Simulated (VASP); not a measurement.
# InAuC4N4 (P-43m) in VASP: notebook, part 2 of 3

VASP 6.6.1.

## Step 4: Single point, PBE

This run uses another cell than the first one, of 25.90 Å³/atom.

File INCAR:

```
SYSTEM = InAuC4N4
  PREC = Accurate
  ENCUT = 520
  EDIFF = 1E-6
  ISMEAR = 0
  SIGMA = 0.02
  LREAL = .FALSE.
  LASPH = .TRUE.
  NELM = 100
  ALGO = Normal
  ISIF = 2
  LWAVE = .FALSE.
  LCHARG = .TRUE.
  GGA = PE
  LELF = .TRUE.
  LVHAR = .TRUE.
  NBANDS = 41
```

File KPOINTS:

```
regular mesh
0
G
  4 4 4
  0 0 0
```

File POSCAR:

```
InAuC4N4
1.0
    6.3745584212      0.0000000000      0.0000000000
    0.0000000000      6.3745584212      0.0000000000
    0.0000000000      0.0000000000      6.3745584212
In C Au N
1 4 1 4
Direct
    0.0000000000      0.0000000000      0.0000000000
    0.1958398083      0.1958398083      0.1958398083
    0.1958398083      0.8041601917      0.8041601917
    0.8041601917      0.1958398083      0.8041601917
    0.8041601917      0.8041601917      0.1958398083
    0.5000000000      0.5000000000      0.5000000000
    0.3011265964      0.3011265964      0.3011265964
    0.3011265964      0.6988734036      0.6988734036
    0.6988734036      0.3011265964      0.6988734036
    0.6988734036      0.6988734036      0.3011265964
```

Potentials or basis: VASP PAW PBE potentials, release 64 (In_d, C, Au, N).

On the command line:

```console
$ cat potpaw_PBE.64/In_d/POTCAR potpaw_PBE.64/C/POTCAR potpaw_PBE.64/Au/POTCAR potpaw_PBE.64/N/POTCAR > POTCAR
$ mpirun -np 1 vasp_std > vasp.out
```

OUTCAR:

```text
SYSTEM = InAuC4N4
   PREC = Accurate
   ENCUT = 520
   EDIFF = 1E-6
   ISMEAR = 0
   LREAL = .FALSE.
   LASPH = .TRUE.
   NELM = 100
   ISIF = 2
   GGA = PE

 ion  position               nearest neighbor table
   1  0.000  0.000  0.000-   2 2.16   3 2.16   4 2.16   5 2.16
   2  0.196  0.196  0.196-   7 1.16   1 2.16
   3  0.196  0.804  0.804-   8 1.16   1 2.16
   4  0.804  0.196  0.804-   9 1.16   1 2.16
   5  0.804  0.804  0.196-  10 1.16   1 2.16
   6  0.500  0.500  0.500-   7 2.20   8 2.20   9 2.20  10 2.20
   7  0.301  0.301  0.301-   2 1.16   6 2.20
   8  0.301  0.699  0.699-   3 1.16   6 2.20
   9  0.699  0.301  0.699-   4 1.16   6 2.20
  10  0.699  0.699  0.301-   5 1.16   6 2.20

  LATTYP: Found a simple cubic cell.
 ALAT       =     6.3745584212

  Lattice vectors:

 A1 = (   6.3745584212,   0.0000000000,   0.0000000000)
 A2 = (   0.0000000000,   6.3745584212,   0.0000000000)
 A3 = (   0.0000000000,   0.0000000000,   6.3745584212)

Analysis of symmetry for initial positions (statically):
=====================================================================
 Subroutine PRICEL returns:
 Original cell was already a primitive cell.

 Routine SETGRP: Setting up the symmetry group for a
 simple cubic supercell.

 Subroutine GETGRP returns: Found 24 space group operations
 (whereof 24 operations were pure point group operations)
 out of a pool of 48 trial point group operations.

The static configuration has the point symmetry T_d .

Analysis of symmetry for dynamics (positions and initial velocities):
=====================================================================
 Subroutine PRICEL returns:
 Original cell was already a primitive cell.

 Routine SETGRP: Setting up the symmetry group for a
 simple cubic supercell.

 Subroutine GETGRP returns: Found 24 space group operations
 (whereof 24 operations were pure point group operations)
 out of a pool of 48 trial point group operations.
[... 128 lines left out ...]
   LHFCALC =     F    Hartree Fock is set to
   AEXX    =    0.0000 exact exchange contribution
   IVDW    =     0    specifies the selected vdW correction
   LEPSILON=     F    determine dielectric tensor
   LRPA    =     F    only Hartree local field effects (RPA)
 non-spin polarized calculation
 Gauss-broadening in eV      SIGMA  =   0.02
  energy-cutoff  :      520.00
  volume of cell :      259.03
 maximum number of plane-waves:      7012
 NGX is ok and might be reduce to    48
   NGX = 23   NGY = 23   NGZ = 23

 number of electron      60.0000009 magnetization

 Free energy of the ion-electron system (eV)
  ---------------------------------------------------
  ext. energy  EPLUGINS =         0.00000000
  ---------------------------------------------------
  free energy    TOTEN  =       -70.00833314 eV

  energy without entropy =      -70.00833314  energy(sigma->0) =      -70.00833314

 E-fermi :  -1.3725     XC(G=0):  -6.5655

 val. band max:       -1.5126647149   @ k =   0.5000   0.5000   0.0000
 cond. band min:       2.1782558249   @ k =   0.2500   0.2500   0.2500
 fundamental gap:      3.6909205399
 Fermi energy:        -1.3724615535

 k-point     1 :       0.0000    0.0000    0.0000
  band No.  band energies     occupation
      1     -18.7884      2.00000
      2     -18.7362      2.00000
      3     -18.7362      2.00000
      4     -18.7362      2.00000
      5     -15.8454      2.00000
      6     -15.8454      2.00000
[... 429 lines left out ...]
     40       4.5746      0.00000
     41       5.4674      0.00000

------------------------ aborting loop because EDIFF is reached ----------------------------------------

  FORCE on cell =-STRESS in cart. coord.  units (eV):
  Direction    XX          YY          ZZ          XY          YZ          ZX
  --------------------------------------------------------------------------------------
  -------------------------------------------------------------------------------------
  Total        0.4962387      0.4962387      0.4962387      0.0000000      0.0000000      0.0000000
  in kB        3.0693816      3.0693816      3.0693816      0.0000000      0.0000000      0.0000000
  external PRESSURE =       3.0693816 kB  Pullay stress =       0.0000000 kB

 VOLUME and BASIS-vectors are now :
 -----------------------------------------------------------------------------
  energy-cutoff  :      520.00
  volume of cell :      259.03
      direct lattice vectors                 reciprocal lattice vectors
     6.374558421  0.000000000  0.000000000     0.156873611  0.000000000  0.000000000
     0.000000000  6.374558421  0.000000000     0.000000000  0.156873611  0.000000000
     0.000000000  0.000000000  6.374558421     0.000000000  0.000000000  0.156873611

 POSITION                                       TOTAL-FORCE (eV/Angst)
 -----------------------------------------------------------------------------------
      0.00000      0.00000      0.00000         0.000000      0.000000      0.000000
      1.24839      1.24839      1.24839        -0.247896     -0.247896     -0.247896
      1.24839      5.12617      5.12617        -0.247896      0.247896      0.247896
      5.12617      1.24839      5.12617         0.247896     -0.247896      0.247896
      5.12617      5.12617      1.24839         0.247896      0.247896     -0.247896
      3.18728      3.18728      3.18728         0.000000      0.000000      0.000000
      1.91955      1.91955      1.91955         0.245683      0.245683      0.245683
      1.91955      4.45501      4.45501         0.245683     -0.245683     -0.245683
      4.45501      1.91955      4.45501        -0.245683      0.245683     -0.245683
      4.45501      4.45501      1.91955        -0.245683     -0.245683      0.245683
 -----------------------------------------------------------------------------------
    total drift:                               -0.000000     -0.000000      0.000000

  FREE ENERGIE OF THE ION-ELECTRON SYSTEM (eV)
  ---------------------------------------------------
  free  energy   TOTEN  =       -70.0083331407 eV

  energy  without entropy=      -70.0083331407  energy(sigma->0) =      -70.00833314
```

OSZICAR:

```text
N       E                     dE             d eps       ncg     rms          rms(c)
DAV:   1     0.489482695631E+03    0.48948E+03   -0.26450E+04   820   0.131E+03
DAV:   2    -0.886041666819E+01   -0.49834E+03   -0.47289E+03   962   0.328E+02
DAV:   3    -0.757580096103E+02   -0.66898E+02   -0.65773E+02  1031   0.134E+02
DAV:   4    -0.791209260371E+02   -0.33629E+01   -0.33156E+01  1070   0.347E+01
DAV:   5    -0.792516804881E+02   -0.13075E+00   -0.13052E+00  1134   0.612E+00    0.205E+01
DAV:   6    -0.708733201661E+02    0.83784E+01   -0.23409E+01  1228   0.336E+01    0.162E+01
DAV:   7    -0.701282325408E+02    0.74509E+00   -0.49700E+00   955   0.121E+01    0.706E+00
DAV:   8    -0.700157439418E+02    0.11249E+00   -0.61493E-01  1342   0.392E+00    0.196E+00
DAV:   9    -0.700087478607E+02    0.69961E-02   -0.63104E-02   917   0.163E+00    0.703E-01
DAV:  10    -0.700076217169E+02    0.11261E-02   -0.96427E-03  1198   0.744E-01    0.464E-01
DAV:  11    -0.700080564075E+02   -0.43469E-03   -0.36700E-03   992   0.358E-01    0.242E-01
DAV:  12    -0.700083225079E+02   -0.26610E-03   -0.91344E-04  1178   0.257E-01    0.694E-02
DAV:  13    -0.700083256185E+02   -0.31105E-05   -0.22060E-04  1025   0.114E-01    0.282E-02
DAV:  14    -0.700083341007E+02   -0.84822E-05   -0.27061E-05   973   0.409E-02    0.116E-02
DAV:  15    -0.700083330263E+02    0.10744E-05   -0.25529E-06   910   0.108E-02    0.451E-03
DAV:  16    -0.700083331407E+02   -0.11441E-06   -0.10144E-06   603   0.838E-03
   1 F= -.70008333E+02 E0= -.70008333E+02  d E =-.564346E-24
```

stdout:

```text
POSCAR found type information on POSCAR InC AuN
 POSCAR found :  4 types and      10 ions
 scaLAPACK will be used
 LDA part: xc-table for (Slater+PW92), standard interpolation
 POSCAR, INCAR and KPOINTS ok, starting setup
 FFT: planning ... GRIDC
 FFT: planning ... GRID_SOFT
 FFT: planning ... GRID
 WAVECAR not read
 entering main loop
```

It took 68 s on 1 thread of Intel Xeon 6975P-C (Granite Rapids), shared host; peak memory 0.38 GiB.

What came out:

| Quantity | Value |
| --- | --- |
| Free energy | -70.0083 eV |
| Pressure | 0.3 GPa |
| Largest force | 0.429 eV/Å |
| Band gap on the k mesh | 3.69 eV (least direct gap 3.72 eV) |

Forces on the atoms (eV/Å):
```
In   0.000  0.000  0.000
C   -0.248 -0.248 -0.248
C   -0.248  0.248  0.248
C    0.248 -0.248  0.248
C    0.248  0.248 -0.248
Au   0.000  0.000  0.000
N    0.246  0.246  0.246
N    0.246 -0.246 -0.246
N   -0.246  0.246 -0.246
N   -0.246 -0.246  0.246
```

Levels at points of the mesh, in eV from the valence-band top:
```tsv
k point	band 27	band 28	band 29	band 30	band 31	band 32	band 33	band 34
(0.00, 0.00, 0.00)	-1.18	-0.18	-0.18	-0.18	3.82	3.82	3.82	4.05
(0.50, 0.00, 0.00)	-1.12	-0.13	-0.01	-0.01	3.71	3.71	3.94	4.47
(0.50, 0.50, 0.00)	-1.11	-0.14	0.00	0.00	3.84	3.84	3.87	4.30
(0.50, 0.50, 0.50)	-1.14	-0.12	-0.12	-0.12	3.99	3.99	3.99	4.31
```

Caveat: spin-orbit coupling is left out, which moves the levels of the heavy elements. A k mesh can miss the band edges.

## Step 5: Relaxation of cell and atoms, PBE

File INCAR:

```
ALGO     = Normal         # electronic algorithm
EDIFF    = 1E-6           # SCF threshold, eV
EDIFFG   = -0.04          # ionic threshold
ENCUT    = 600            # plane-wave cutoff, eV
GGA      = PE             # functional
IBRION   = 2              # ionic algorithm
ISIF     = 3              # what is computed and relaxed
ISMEAR   = 0              # smearing method
LASPH    = True           # aspherical terms in the spheres
LCHARG   = False          # write CHGCAR
LREAL    = False          # projectors in reciprocal space
LWAVE    = False          # write WAVECAR
NELM     = 60             # most SCF steps
NSW      = 90             # ionic steps
PREC     = Accurate       # precision mode
SIGMA    = 0.1            # smearing width, eV
```

File KPOINTS:

```
k-points
0
Gamma
  4 4 4
```

File POSCAR:

```
InAuC4N4
1.0
    5.9796167400      0.0000000000      0.0000000000
    0.0000000000      5.9796167400      0.0000000000
    0.0000000000      0.0000000000      5.9796167400
In C Au N
1 4 1 4
Direct
    0.0000000000      0.0000000000      0.0000000000
    0.1932026600      0.1932026600      0.1932026600
    0.1932026600      0.8067973400      0.8067973400
    0.8067973400      0.1932026600      0.8067973400
    0.8067973400      0.8067973400      0.1932026600
    0.5000000000      0.5000000000      0.5000000000
    0.3061697400      0.3061697400      0.3061697400
    0.3061697400      0.6938302600      0.6938302600
    0.6938302600      0.3061697400      0.6938302600
    0.6938302600      0.6938302600      0.3061697400
```

On the command line:

```console
$ cat potpaw_PBE.64/In_d/POTCAR potpaw_PBE.64/C/POTCAR potpaw_PBE.64/Au/POTCAR potpaw_PBE.64/N/POTCAR > POTCAR
$ mpirun -np 1 vasp_std > vasp.out
```

It took 9.6 min on 1 thread of Intel Xeon 6975P-C (Granite Rapids), shared host; peak memory 0.41 GiB.

It converged, with:

- Free energy: -69.9952 eV
- Relaxed volume: 25.74 Å³/atom
- Relaxed cell: a = 6.361 Å, b = 6.361 Å, c = 6.361 Å, α = 90.00°, β = 90.00°, γ = 90.00°
- Space group after relaxing (to 0.1 Å): P-43m (No. 215)
- Pressure after relaxing: 0.2 GPa
- Largest force after relaxing: 0.018 eV/Å
- Band gap on the k mesh: 3.68 eV (least direct gap 3.70 eV)

Forces on the atoms (eV/Å):
```
In   0.000  0.000  0.000
C    0.010  0.010  0.010
C    0.010 -0.010 -0.010
C   -0.010  0.010 -0.010
C   -0.010 -0.010  0.010
Au   0.000  0.000  0.000
N    0.010  0.010  0.010
N    0.010 -0.010 -0.010
N   -0.010  0.010 -0.010
N   -0.010 -0.010  0.010
```

Final structure:
```
In C Au N
1.0
     6.36124    0.00000    0.00000
     0.00000    6.36124    0.00000
     0.00000    0.00000    6.36124
In C Au N
1 4 1 4
Direct
  0.00000 0.00000 0.00000
  0.19563 0.19563 0.19563
  0.19563 0.80437 0.80437
  0.80437 0.19563 0.80437
  0.80437 0.80437 0.19563
  0.50000 0.50000 0.50000
  0.30142 0.30142 0.30142
  0.30142 0.69858 0.69858
  0.69858 0.30142 0.69858
  0.69858 0.69858 0.30142
```

Levels at points of the mesh, in eV from the valence-band top:
| k point | band 27 | band 28 | band 29 | band 30 | band 31 | band 32 | band 33 | band 34 |
| --- | --- | --- | --- | --- | --- | --- | --- | --- |
| (0.00, 0.00, 0.00) | -1.20 | -0.19 | -0.19 | -0.19 | 3.81 | 3.81 | 3.81 | 4.10 |
| (0.50, 0.00, 0.00) | -1.14 | -0.14 | -0.01 | -0.01 | 3.69 | 3.69 | 3.93 | 4.45 |
| (0.50, 0.50, 0.00) | -1.13 | -0.14 | 0.00 | 0.00 | 3.82 | 3.82 | 3.86 | 4.29 |
| (0.50, 0.50, 0.50) | -1.16 | -0.12 | -0.12 | -0.12 | 3.98 | 3.98 | 3.98 | 4.38 |

Caveat: the volume moved by over 15 % at a fixed basis, so the end points are rough; spin-orbit coupling is left out, which moves the levels of the heavy elements. A k mesh can miss the band edges.

[end of part 2 of 3]
